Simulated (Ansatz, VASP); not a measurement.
Two plane-wave programs on KBr

```
K Br
1.0
     5.64667    0.00000    0.00000
    -2.82334    4.89016    0.00000
     0.00000    0.00000    6.54940
K Br
2 2
Direct
  0.33333 0.66667 0.93750
  0.66667 0.33333 0.43750
  0.33333 0.66667 0.43750
  0.66667 0.33333 0.93750
```

Change from the starting cell: epitaxial_xy strain +0.5%.

Alike in both runs: task single point; functional r2SCAN; k mesh 6 × 6 × 4; no spin polarisation.

|  | VASP | Ansatz |
| --- | --- | --- |
| version | VASP 6.6.1 | Ansatz 0.2.0 |
| potentials or method | VASP PAW PBE potentials, release 64 (K_sv, Br) | plane waves, PAW |
| plane-wave cutoff (eV) | 520 | 500 |
| occupations | gaussian, width 0.01 eV | fixed |
| valence electrons in the cell | 32 | 32 |

|  | VASP | Ansatz | Ansatz less VASP |
| --- | --- | --- | --- |
| gap on the k mesh at the Fermi level (eV) | 4.75 | 4.75 | -0.002 |
| pressure (GPa) | -0.1 | -0.1 | +0.01 |
| traceless stress, the component that is largest in VASP (GPa) | 0.09 | 0.09 | -0.002 |

VASP's potentials were made for PBE, not for r2SCAN.
